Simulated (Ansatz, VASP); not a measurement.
# One calculation of Sr, two programs

```
Sr
1.0
     3.81528    0.00000    0.00000
    -1.90764    3.55283    0.00000
     0.00000    0.00000    6.71543
Sr
2
Direct
  0.16270 0.66667 0.25000
  0.83730 0.33333 0.75000
```

Change from the starting cell: mode 4 frozen in at -0.700 Å, normal strain along x -0.0700.

Alike in both runs: task single point; functional LDA; k mesh 12 × 12 × 8; occupations gaussian, width 0.15 eV; no spin polarisation.

|  | VASP | Ansatz |
| --- | --- | --- |
| version | VASP 6.6.1 | Ansatz 0.2.0 |
| potentials or method | VASP PAW LDA potentials, release 64 (Sr_sv), cutoff 520 eV | scalar-relativistic, plane waves, PAW |
| valence electrons in the cell | 20 | 20 |

|  | VASP | Ansatz | Ansatz less VASP |
| --- | --- | --- | --- |
| gap on the k mesh at the Fermi level (eV) | none | none | - |
| pressure (GPa) | 0.9 | 0.9 | 0.00 |
| traceless stress, the component that is largest in VASP (GPa) | 0.82 | 0.82 | -0.003 |
| rms of the force components (eV/Å) | 0.212 | 0.212 | -0.0003 |

LDA's correlation is that of Perdew and Zunger in VASP and of Perdew and Wang (1992) in Ansatz. Atom by atom the forces differ by 0.000 eV/Å (rms over components). A gap of «none» marks a metal or a gap that the smearing closes.
